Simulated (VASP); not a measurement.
Here is a VASP 6.6.1 calculation.

INCAR

```
SYSTEM = BeS
  PREC = Accurate
  ENCUT = 520
  EDIFF = 1E-7
  ISMEAR = 0
  SIGMA = 0.05
  LREAL = .FALSE.
  LASPH = .TRUE.
  NELM = 60
  ALGO = Normal
  ISIF = 2
  LWAVE = .FALSE.
  LCHARG = .FALSE.
  GGA = PE
  NBANDS = 11
```

File KPOINTS:

```
regular mesh
0
G
  12 12 12
  0 0 0
```

File POSCAR:

```
BeS
1.0
    0.0000000000      2.4380427922      2.4380427922
    2.4380427922      0.0000000000      2.4380427922
    2.4380427922      2.4380427922      0.0000000000
Be S
1 1
Direct
    0.0000000000      0.0000000000      0.0000000000
    0.7500000000      0.7500000000      0.7500000000
```

Potentials or basis: VASP PAW PBE potentials, release 64 (Be, S).

Run with:

```sh
$ cat potpaw_PBE.64/Be/POTCAR potpaw_PBE.64/S/POTCAR > POTCAR
$ mpirun -np 1 vasp_std > vasp.out
```

**Question.** What does it give for the pressure?

**Answer.** 0.0 GPa.

**Question.** What does it give for the band gap on the k mesh?

**Answer.** 3.15 eV, indirect (least direct gap 5.68 eV).

A k mesh can miss the band edges. A hybrid or GW would open this gap; PBE tends to underestimate it.
